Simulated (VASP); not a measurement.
# SmAgTe2 (R-3m) in VASP: a series of runs

SmAgTe2 is run at these levels: PBE; tasks: single point.

Everything below comes from runs of VASP 6.6.1. Logs are shortened: lines on timing, memory, paths and dates and some standing lists are left out, and cuts for length are marked.

## 1. The cell of the first run

It takes space group R-3m (No. 166, trigonal). The conventional cell has a = 4.441 Å, b = 4.441 Å, c = 20.636 Å, α = 90.00°, β = 90.00°, γ = 120.00°. Sm (site symmetry -3m) has 6 Te at 3.13 Å within 4.1 Å. Within 4.0 Å of Ag (site symmetry -3m) lie 6 Te at 3.05 Å. Within 4.0 Å of Te (site symmetry 3m) lie 3 Ag at 3.05 Å and 3 Sm at 3.13 Å.

## 2. Single point, PBE (29.38 Å³/atom)

INCAR reads:

```
PREC     = Accurate       # precision mode
ENCUT    = 500            # plane-wave cutoff, eV
EDIFF    = 1E-6           # SCF threshold, eV
ISMEAR   = 0              # smearing method
SIGMA    = 0.02           # smearing width, eV
LREAL    = False          # projectors in reciprocal space
LASPH    = True           # aspherical terms in the spheres
NELM     = 200            # most SCF steps
ALGO     = Normal         # electronic algorithm
ISIF     = 2              # what is computed and relaxed
LWAVE    = False          # write WAVECAR
LCHARG   = False          # write CHGCAR
GGA      = PE             # functional
NBANDS   = 25             # bands
GGA_COMPAT= False        
LMAXMIX  = 6              # l up to which the mixer works
```

KPOINTS reads:

```
Automatic mesh
0
Gamma
  6 6 6
```

POSCAR reads:

```
SmAgTe2
1.0
    2.2206006220      1.2820643669      6.8787416646
   -2.2206006220      1.2820643669      6.8787416646
    0.0000000000     -2.5641287337      6.8787416646
Sm Ag Te
1 1 2
Direct
    0.0000000000      0.0000000000      0.0000000000
    0.5000000000      0.5000000000      0.5000000000
    0.2463177105      0.2463177105      0.2463177105
    0.7536822895      0.7536822895      0.7536822895
```

Potentials or basis: VASP PAW PBE potentials, release 64 (Sm_3, Ag, Te), 4f in core.

On the command line:

```bash
$ cat potpaw_PBE.64/Sm_3/POTCAR potpaw_PBE.64/Ag/POTCAR potpaw_PBE.64/Te/POTCAR > POTCAR
$ mpirun -np 1 vasp_std > vasp.out
```

OUTCAR:

```text
PREC = Accurate
   ENCUT = 500
   EDIFF = 1E-6
   ISMEAR = 0
   LREAL = False
   LASPH = True
   NELM = 200
   ISIF = 2
   GGA = PE

 ion  position               nearest neighbor table
   1  0.000  0.000  0.000-   4 3.13   3 3.13   4 3.13   4 3.13   3 3.13   3 3.13
   2  0.500  0.500  0.500-   3 3.05   4 3.05   3 3.05   3 3.05   4 3.05   4 3.05
   3  0.246  0.246  0.246-   2 3.05   2 3.05   2 3.05   1 3.13   1 3.13   1 3.13
   4  0.754  0.754  0.754-   2 3.05   2 3.05   2 3.05   1 3.13   1 3.13   1 3.13

  LATTYP: Found a trigonal (rhomboedric) cell.
 ALAT       =     7.3411063915
 COS(alpha) =     0.8170013552

  Lattice vectors:

 A1 = (   2.2206006220,   1.2820643669,   6.8787416646)
 A2 = (  -2.2206006220,   1.2820643669,   6.8787416646)
 A3 = (   0.0000000000,  -2.5641287337,   6.8787416646)

Analysis of symmetry for initial positions (statically):
=====================================================================
 Subroutine PRICEL returns:
 Original cell was already a primitive cell.

 Routine SETGRP: Setting up the symmetry group for a
 trigonal (rhombohedral) supercell.

 Subroutine GETGRP returns: Found 12 space group operations
 (whereof 12 operations were pure point group operations)
 out of a pool of 12 trial point group operations.

The static configuration has the point symmetry D_3d.

Analysis of symmetry for dynamics (positions and initial velocities):
=====================================================================
 Subroutine PRICEL returns:
 Original cell was already a primitive cell.

 Routine SETGRP: Setting up the symmetry group for a
 trigonal (rhombohedral) supercell.

 Subroutine GETGRP returns: Found 12 space group operations
 (whereof 12 operations were pure point group operations)
 out of a pool of 12 trial point group operations.

The dynamic configuration has the point symmetry D_3d.

 Subroutine INISYM returns: Found 12 space group operations
 (whereof 12 operations are pure point group operations),
 and found     1 'primitive' translations

----------------------------------------------------------------------------------------

                                     Primitive cell

  volume of cell :     117.5007

  direct lattice vectors                    reciprocal lattice vectors
     2.220600622  1.282064367  6.878741665     0.225164307  0.129998673  0.048458475
    -2.220600622  1.282064367  6.878741665    -0.225164307  0.129998673  0.048458475
     0.000000000 -2.564128734  6.878741665     0.000000000 -0.259997346  0.048458475
[... 89 lines left out ...]
   LREAL  =      F    real-space projection
   EDIFFG = 0.1E-04   stopping-criterion for IOM
   NSW    =      0    number of steps for IOM
   IBRION =     -1    ionic relax: 0-MD 1-quasi-New 2-CG
   NFREE  =      0    steps in history (QN), initial steepest desc. (CG)
   ISIF   =      2    stress and relaxation
   ISYM   =      2    0-nonsym 1-usesym 2-fastsym
   POTIM  = 0.5000    time-step for ionic-motion
   TEBEG  =    0.0;   TEEND  =   0.0 temperature during run
   PSTRESS=    0.0 pullay stress
   NELECT =      34.0000    total number of electrons
   NUPDOWN=      -1.0000    fix difference up-down
   EMIN   =  10.00;   EMAX   =-10.00  energy-range for DOS
   EFERMI =   0.00;   METHOD = LEGACY
   ISMEAR =     0;   SIGMA  =   0.02  broadening in eV -4-tet -1-fermi 0-gaus
   EFERMI_NEDOS =   21; number of points for ismear=-14 and -15
   IALGO  =     38    algorithm
   IMIX   =      4    mixing-type and parameters
     AMIX     =   0.40;   BMIX     =  1.00
     AMIX_MAG =   1.60;   BMIX_MAG =  1.00
  volume/ion in A,a.u.               =      29.38       198.23
  Fermi-wavevector in a.u.,A,eV,Ry     =   1.082815  2.046224 15.952674  1.172488
  Thomas-Fermi vector in A             =   2.218866
   LORBIT       =      0    0 simple, 1 ext, 2 COOP (PROOUT), +10 PAW based schemes
   GGA     = PE    functional components
   LHFCALC =     F    Hartree Fock is set to
   AEXX    =    0.0000 exact exchange contribution
   IVDW    =     0    specifies the selected vdW correction
   LEPSILON=     F    determine dielectric tensor
   LRPA    =     F    only Hartree local field effects (RPA)
 non-spin polarized calculation
 Gauss-broadening in eV      SIGMA  =   0.02
  energy-cutoff  :      500.00
  volume of cell :      117.50
 maximum number of plane-waves:      3005
 NGX is ok and might be reduce to    54
   NGX = 27   NGY = 27   NGZ = 27

 number of electron      33.9999999 magnetization

 Free energy of the ion-electron system (eV)
  ---------------------------------------------------
  ext. energy  EPLUGINS =         0.00000000
  ---------------------------------------------------
  free energy    TOTEN  =       -17.00444970 eV

  energy without entropy =      -17.00444970  energy(sigma->0) =      -17.00444970

 E-fermi :   5.4034     XC(G=0):  -9.7250

 val. band max:        5.2736065905   @ k =   0.5000   0.5000   0.5000
 cond. band min:       6.0211140044   @ k =   0.5000   0.5000   0.0000
 fundamental gap:      0.7475074140
 Fermi energy:         5.4034114943

 k-point     1 :       0.0000    0.0000    0.0000
  band No.  band energies     occupation
      1     -36.3013      2.00000
      2     -15.7582      2.00000
      3     -15.6351      2.00000
      4     -15.6351      2.00000
      5      -6.1457      2.00000
      6      -5.0024      2.00000
[... 661 lines left out ...]
     24      10.1747      0.00000
     25      11.1462      0.00000

 [... further k-points ...]

------------------------ aborting loop because EDIFF is reached ----------------------------------------

  FORCE on cell =-STRESS in cart. coord.  units (eV):
  Direction    XX          YY          ZZ          XY          YZ          ZX
  --------------------------------------------------------------------------------------
  -------------------------------------------------------------------------------------
  Total        1.2322630      1.2322630      1.1914108      0.0000000      0.0000000      0.0000000
  in kB       16.8024830     16.8024830     16.2454439      0.0000000      0.0000000      0.0000000
  external PRESSURE =      16.6168033 kB  Pullay stress =       0.0000000 kB

 VOLUME and BASIS-vectors are now :
 -----------------------------------------------------------------------------
  energy-cutoff  :      500.00
  volume of cell :      117.50
      direct lattice vectors                 reciprocal lattice vectors
     2.220600622  1.282064367  6.878741665     0.225164307  0.129998673  0.048458475
    -2.220600622  1.282064367  6.878741665    -0.225164307  0.129998673  0.048458475
     0.000000000 -2.564128734  6.878741665     0.000000000 -0.259997346  0.048458475

 POSITION                                       TOTAL-FORCE (eV/Angst)
 -----------------------------------------------------------------------------------
      0.00000      0.00000      0.00000        -0.000000      0.000000      0.000000
      0.00000      0.00000     10.31811         0.000000      0.000000      0.000000
      0.00000      0.00000      5.08307        -0.000000     -0.000000     -0.033600
      0.00000      0.00000     15.55316        -0.000000      0.000000      0.033600
 -----------------------------------------------------------------------------------
    total drift:                                0.000000     -0.000000     -0.000000

  FREE ENERGIE OF THE ION-ELECTRON SYSTEM (eV)
  ---------------------------------------------------
  free  energy   TOTEN  =       -17.0044497027 eV

  energy  without entropy=      -17.0044497027  energy(sigma->0) =      -17.00444970
```

OSZICAR:

```text
N       E                     dE             d eps       ncg     rms          rms(c)
DAV:   1     0.195563184224E+03    0.19556E+03   -0.14010E+04  1600   0.115E+03
DAV:   2    -0.941880734501E+01   -0.20498E+03   -0.19605E+03  1885   0.257E+02
DAV:   3    -0.173137139075E+02   -0.78949E+01   -0.78144E+01  2037   0.484E+01
DAV:   4    -0.174262964415E+02   -0.11258E+00   -0.11247E+00  1906   0.614E+00
DAV:   5    -0.174283407375E+02   -0.20443E-02   -0.20441E-02  1949   0.784E-01    0.755E+00
DAV:   6    -0.169946420258E+02    0.43370E+00   -0.13955E+00  1700   0.130E+01    0.534E+00
DAV:   7    -0.169969403569E+02   -0.22983E-02   -0.46482E-01  1743   0.335E+00    0.278E+00
DAV:   8    -0.170032253872E+02   -0.62850E-02   -0.18875E-02  1924   0.898E-01    0.779E-01
DAV:   9    -0.170043234343E+02   -0.10980E-02   -0.26801E-03  1737   0.435E-01    0.208E-01
DAV:  10    -0.170043865957E+02   -0.63161E-04   -0.53062E-04  1757   0.133E-01    0.118E-01
DAV:  11    -0.170044440691E+02   -0.57473E-04   -0.17436E-04  1777   0.848E-02    0.193E-02
DAV:  12    -0.170044488578E+02   -0.47887E-05   -0.19593E-05  1865   0.325E-02    0.144E-02
DAV:  13    -0.170044497027E+02   -0.84490E-06   -0.24480E-06  1740   0.905E-03
   1 F= -.17004450E+02 E0= -.17004450E+02  d E =-.531034E-22
```

Run time: 91 s. Hardware: 1 thread of Intel Xeon 6975P-C (Granite Rapids), shared host; peak memory 0.43 GiB.

What came out:

| Property | Result |
| --- | --- |
| Free energy | -17.0044 eV |
| Pressure | 1.7 GPa |
| Largest force | 0.034 eV/Å |
| Band gap on the k mesh | 0.75 eV (least direct gap 1.53 eV) |

Forces on the atoms (eV/Å):
```
Sm   0.000  0.000  0.000
Ag   0.000  0.000  0.000
Te   0.000  0.000 -0.034
Te   0.000  0.000  0.034
```

Caveat: spin-orbit coupling is left out, which moves the levels of the heavy elements; the 4f electrons are frozen in the core, so they carry no moment and show no levels.

## 3. Single point, PBE

This run uses another cell than the first one, of 30.29 Å³/atom.

INCAR reads:

```
SYSTEM = SmAgTe2
PREC = Accurate ; ENCUT = 500
EDIFF = 1E-6 ; ISMEAR = 0
SIGMA = 0.1 ; LREAL = .False.
LASPH = .True. ; NELM = 200
ALGO = Normal ; ISIF = 2
LWAVE = .False. ; LCHARG = .False.
GGA = PE ; NBANDS = 25
GGA_COMPAT = .False. ; LMAXMIX = 6
```

KPOINTS reads:

```
regular mesh
0
Gamma
  6 6 6
  0 0 0
```

POSCAR reads:

```
SmAgTe2
1.0
    2.2367341056      1.2913790380      6.9919907024
   -2.2367341056      1.2913790380      6.9919907024
    0.0000000000     -2.5827580759      6.9919907024
Sm Ag Te
1 1 2
Direct
    0.0000000000      0.0000000000      0.0000000000
    0.5000000000      0.5000000000      0.5000000000
    0.2469803355      0.2469803355      0.2469803355
    0.7530196645      0.7530196645      0.7530196645
```

Potentials or basis: VASP PAW PBE potentials, release 64 (Sm_3, Ag, Te), 4f in core.

On the command line:

```bash
$ cat potpaw_PBE.64/Sm_3/POTCAR potpaw_PBE.64/Ag/POTCAR potpaw_PBE.64/Te/POTCAR > POTCAR
$ mpirun -np 1 vasp_std > vasp.out
```

Run time: 89 s. Hardware: 1 thread of Intel Xeon 6975P-C (Granite Rapids), shared host; peak memory 0.44 GiB.

The run converged. Its results:

```
Free energy            : -17.0235 eV
Pressure               : 0.1 GPa
Largest force          : 0.023 eV/Å
Band gap on the k mesh : 0.80 eV (least direct gap 1.58 eV)
```

Forces on the atoms (eV/Å):
```
Sm   0.000  0.000  0.000
Ag   0.000  0.000  0.000
Te   0.000  0.000 -0.023
Te   0.000  0.000  0.023
```

Stress tensor (GPa, compression positive):
```
0.19 0.00 0.00
0.00 0.19 0.00
0.00 0.00 0.03
```

Levels at points of the mesh, in eV from the valence-band top:
| k point | band 15 | band 16 | band 17 | band 18 | band 19 | band 20 |
| --- | --- | --- | --- | --- | --- | --- |
| (0.00, 0.00, 0.00) | -0.56 | -0.56 | -0.28 | 1.64 | 1.69 | 1.69 |
| (0.50, 0.00, 0.00) | -2.36 | -0.94 | -0.46 | 1.12 | 2.82 | 2.94 |
| (0.50, 0.50, 0.00) | -1.48 | -1.29 | -0.93 | 0.80 | 1.47 | 3.03 |
| (0.50, 0.50, 0.50) | -1.99 | 0.00 | 0.00 | 1.60 | 1.62 | 1.62 |

Caveat: spin-orbit coupling is left out, which moves the levels of the heavy elements; the 4f electrons are frozen in the core, so they carry no moment and show no levels.

## 4. Single point, PBE

This run uses another cell than the first one, of 30.28 Å³/atom.

INCAR reads:

```
  ALGO = Normal
  EDIFF = 1E-6
  ENCUT = 500
  GGA = PE
  GGA_COMPAT = F
  ISIF = 2
  ISMEAR = 0
  LASPH = T
  LCHARG = F
  LMAXMIX = 6
  LREAL = F
  LWAVE = F
  NBANDS = 25
  NELM = 200
  PREC = Accurate
  SIGMA = 0.02
```

KPOINTS reads:

```
k-points
0
Gamma
  6 6 6
```

POSCAR reads:

```
SmAgTe2
1.0
    2.2396969697      1.2930896484      6.9710733871
   -2.2396969697      1.2930896484      6.9710733871
    0.0000000000     -2.5861792967      6.9710733871
Sm Ag Te
1 1 2
Direct
    0.0000000000      0.0000000000      0.0000000000
    0.5000000000      0.5000000000      0.5000000000
    0.2470420546      0.2470420546      0.2470420546
    0.7529579454      0.7529579454      0.7529579454
```

On the command line:

```bash
$ cat potpaw_PBE.64/Sm_3/POTCAR potpaw_PBE.64/Ag/POTCAR potpaw_PBE.64/Te/POTCAR > POTCAR
$ mpirun -np 1 vasp_std > vasp.out
```

Run time: 90 s. Hardware: 1 thread of Intel Xeon 6975P-C (Granite Rapids), shared host; peak memory 0.44 GiB.

Results (log left out):

```
Free energy            : -17.0235 eV
Pressure               : 0.1 GPa
Largest force          : 0.034 eV/Å
Band gap on the k mesh : 0.82 eV (least direct gap 1.60 eV)
```

Forces in eV/Å, atoms in the order of the input:
```
Sm   0.000  0.000  0.000
Ag   0.000  0.000  0.000
Te   0.000  0.000 -0.034
Te   0.000  0.000  0.034
```

Levels at points of the mesh, in eV from the valence-band top:
```tsv
k point	band 15	band 16	band 17	band 18	band 19	band 20
(0.00, 0.00, 0.00)	-0.56	-0.56	-0.25	1.67	1.69	1.69
(0.50, 0.00, 0.00)	-2.36	-0.93	-0.46	1.15	2.83	2.93
(0.50, 0.50, 0.00)	-1.46	-1.29	-0.91	0.82	1.48	3.02
(0.50, 0.50, 0.50)	-2.00	0.00	0.00	1.60	1.62	1.62
```

Caveat: spin-orbit coupling is left out, which moves the levels of the heavy elements; the 4f electrons are frozen in the core, so they carry no moment and show no levels.

## 5. Single point, PBE

This run uses another cell than the first one, of 30.28 Å³/atom.

INCAR reads:

```
SYSTEM = SmAgTe2
PREC = Accurate
ENCUT = 500
EDIFF = 1E-6
ISMEAR = 0
SIGMA = 0.02
LREAL = .False.
LASPH = .True.
NELM = 200
ALGO = Normal
ISIF = 2
LWAVE = .False.
LCHARG = .False.
GGA = PE
NBANDS = 25
GGA_COMPAT = .False.
LMAXMIX = 6
```

KPOINTS reads:

```
Automatic mesh
0
Gamma
  6 6 6
  0 0 0
```

POSCAR is that of step 4.

Potentials or basis: VASP PAW PBE potentials, release 64 (Sm_3, Ag, Te), 4f in core.

On the command line:

```bash
$ cat potpaw_PBE.64/Sm_3/POTCAR potpaw_PBE.64/Ag/POTCAR potpaw_PBE.64/Te/POTCAR > POTCAR
$ mpirun -np 1 vasp_std > vasp.out
```

OUTCAR:

```text
SYSTEM = SmAgTe2
   PREC = Accurate
   ENCUT = 500
   EDIFF = 1E-6
   ISMEAR = 0
   LREAL = .False.
   LASPH = .True.
   NELM = 200
   ISIF = 2
   GGA = PE

 ion  position               nearest neighbor table
   1  0.000  0.000  0.000-   4 3.15   3 3.15   4 3.15   4 3.15   3 3.15   3 3.15
   2  0.500  0.500  0.500-   3 3.08   4 3.08   3 3.08   3 3.08   4 3.08   4 3.08
   3  0.247  0.247  0.247-   2 3.08   2 3.08   2 3.08   1 3.15   1 3.15   1 3.15
   4  0.753  0.753  0.753-   2 3.08   2 3.08   2 3.08   1 3.15   1 3.15   1 3.15

  LATTYP: Found a trigonal (rhomboedric) cell.
 ALAT       =     7.4353337197
 COS(alpha) =     0.8185288510

  Lattice vectors:

 A1 = (   2.2396969697,   1.2930896484,   6.9710733871)
 A2 = (  -2.2396969697,   1.2930896484,   6.9710733871)
 A3 = (   0.0000000000,  -2.5861792967,   6.9710733871)

Analysis of symmetry for initial positions (statically):
=====================================================================
 Subroutine PRICEL returns:
 Original cell was already a primitive cell.

 Routine SETGRP: Setting up the symmetry group for a
 trigonal (rhombohedral) supercell.

 Subroutine GETGRP returns: Found 12 space group operations
[... 171 lines left out ...]
 val. band max:        4.9314600272   @ k =   0.5000   0.5000   0.5000
 cond. band min:       5.7483171123   @ k =   0.5000   0.5000  -0.0000
 fundamental gap:      0.8168570851
 Fermi energy:         5.1418687678

 k-point     1 :       0.0000    0.0000    0.0000
  band No.  band energies     occupation
      1     -36.6731      2.00000
      2     -16.1075      2.00000
      3     -15.9961      2.00000
      4     -15.9961      2.00000
      5      -6.3088      2.00000
      6      -5.2625      2.00000
[... 661 lines left out ...]
     24       9.7724      0.00000
     25      10.7281      0.00000

 [... further k-points ...]

------------------------ aborting loop because EDIFF is reached ----------------------------------------

  FORCE on cell =-STRESS in cart. coord.  units (eV):
  Direction    XX          YY          ZZ          XY          YZ          ZX
  --------------------------------------------------------------------------------------
  -------------------------------------------------------------------------------------
  Total        0.1187862      0.1187862      0.0992570      0.0000000      0.0000000      0.0000000
  in kB        1.5711144      1.5711144      1.3128133      0.0000000      0.0000000      0.0000000
  external PRESSURE =       1.4850140 kB  Pullay stress =       0.0000000 kB

 VOLUME and BASIS-vectors are now :
 -----------------------------------------------------------------------------
  energy-cutoff  :      500.00
  volume of cell :      121.13
      direct lattice vectors                 reciprocal lattice vectors
     2.239696970  1.293089648  6.971073387     0.223244487  0.128890264  0.047816644
    -2.239696970  1.293089648  6.971073387    -0.223244487  0.128890264  0.047816644
     0.000000000 -2.586179297  6.971073387     0.000000000 -0.257780529  0.047816644

 POSITION                                       TOTAL-FORCE (eV/Angst)
 -----------------------------------------------------------------------------------
      0.00000      0.00000      0.00000        -0.000000      0.000000      0.000000
      0.00000      0.00000     10.45661         0.000000     -0.000000     -0.000000
      0.00000      0.00000      5.16644        -0.000000     -0.000000     -0.034173
      0.00000      0.00000     15.74678        -0.000000      0.000000      0.034173
 -----------------------------------------------------------------------------------
    total drift:                                0.000000     -0.000000      0.000000

  FREE ENERGIE OF THE ION-ELECTRON SYSTEM (eV)
  ---------------------------------------------------
  free  energy   TOTEN  =       -17.0235393793 eV

  energy  without entropy=      -17.0235393793  energy(sigma->0) =      -17.02353938
```

Wall time 92 s (1 thread of Intel Xeon 6975P-C (Granite Rapids), shared host); peak memory 0.44 GiB.

Results:

```
Free energy            : -17.0235 eV
Pressure               : 0.1 GPa
Largest force          : 0.034 eV/Å
Band gap on the k mesh : 0.82 eV (least direct gap 1.60 eV)
```

Forces in eV/Å, atoms in the order of the input:
```
Sm   0.000  0.000  0.000
Ag   0.000  0.000  0.000
Te   0.000  0.000 -0.034
Te   0.000  0.000  0.034
```

Caveat: spin-orbit coupling is left out, which moves the levels of the heavy elements; the 4f electrons are frozen in the core, so they carry no moment and show no levels. A k mesh can miss the band edges.

[end of part 1 of 2]
